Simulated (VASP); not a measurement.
SnS2:

```
Sn S
1.0
     3.62360    0.00000    0.00000
    -1.81180    3.13813    0.00000
     0.00000    0.00000    5.41755
Sn S
1 2
Direct
  0.00000 0.00000 0.00000
  0.33333 0.66667 0.27200
  0.66667 0.33333 0.72800
```

Base run:

```yaml
Program: VASP 6.6.1
Functional: PBE
Dispersion: D3(BJ)
Potentials_or_basis: VASP PAW PBE potentials, release 64 (Sn_d, S)
Cutoff: 500 eV
k_mesh: 8 × 8 × 4
Occupations: gaussian, width 0.05 eV
Spin: no spin polarisation
```

Its results: band gap on the k mesh 1.04 eV (least direct gap 1.55 eV); pressure 3.9 GPa; largest force 0.004 eV/Å.

Q: The run is repeated on the same cell with these changes: dispersion from D3(BJ) to none. What comes out?

A: Band gap on the k mesh 1.04 eV (least direct gap 1.55 eV); pressure 6.8 GPa; largest force 0.009 eV/Å.

Dispersion adds attraction, which lowers the pressure at fixed volume and, as a term added to the energy, leaves the levels alone.

Caveats: the cell stands under pressure; spin-orbit coupling is left out, which moves the levels of the heavy elements; three body term missing (at least some runs).

A k mesh can miss the band edges.
